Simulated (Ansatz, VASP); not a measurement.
TiC: VASP beside Ansatz

Contents of INCAR:

```
ALGO = Normal
EDIFF = 1E-6
ENCUT = 520
GGA = PS
ISIF = 2
ISMEAR = 0
LASPH = True
LCHARG = True
LELF = True
LREAL = False
LVHAR = True
LWAVE = False
NBANDS = 15
NELM = 100
PREC = Accurate
SIGMA = 0.15
```

The input KPOINTS:

```
k-points
0
Gamma
  18 18 18
```

File POSCAR:

```
TiC
1.0
    0.0000000000      2.1640000000      2.1640000000
    2.1640000000      0.0000000000      2.1640000000
    2.1640000000      2.1640000000      0.0000000000
Ti C
1 1
Direct
   -0.0462107209     -0.0462107209      0.0462107209
    0.5000000000      0.5000000000      0.5000000000
```

Input for Ansatz:

```yaml
crystal:
  lattice:
    - [0.0, 2.164, 2.164]
    - [2.164, 0.0, 2.164]
    - [2.164, 2.164, 0.0]
  atoms:
    - { symbol: Ti, position: [-0.0462107209, -0.0462107209, 0.0462107209] }
    - { symbol: C, position: [0.5, 0.5, 0.5] }
basis:
  ecutwfc: 420
kpoints:
  mp_grid: { grid: [18, 18, 18] }
hamiltonian:
  xc: pbesol
scf:
  occupations: { method: gaussian, width: 0.15 }
output:
  forces: true
  stress: true
  eigenvalues: true
```

Alike in both runs: task single point; functional PBEsol; k mesh 18 × 18 × 18; occupations gaussian, width 0.15 eV; no spin polarisation.

|  | VASP | Ansatz |
| --- | --- | --- |
| version | VASP 6.6.1 | Ansatz 0.2.0 |
| potentials or method | VASP PAW PBE potentials, release 64 (Ti_sv, C), cutoff 520 eV | scalar-relativistic, plane waves, PAW |
| valence electrons in the cell | 16 | 16 |

|  | VASP | Ansatz | Ansatz less VASP |
| --- | --- | --- | --- |
| gap on the k mesh at the Fermi level (eV) | none | none | - |
| pressure (GPa) | -1.0 | -1.2 | -0.24 |
| traceless stress, the component that is largest in VASP (GPa) | 8.45 | 8.38 | -0.070 |
| rms of the force components (eV/Å) | 1.147 | 1.141 | -0.0052 |

VASP's potentials were made for PBE, not for PBEsol. Atom by atom the forces differ by 0.005 eV/Å (rms over components). A gap of «none» marks a metal or a gap that the smearing closes.
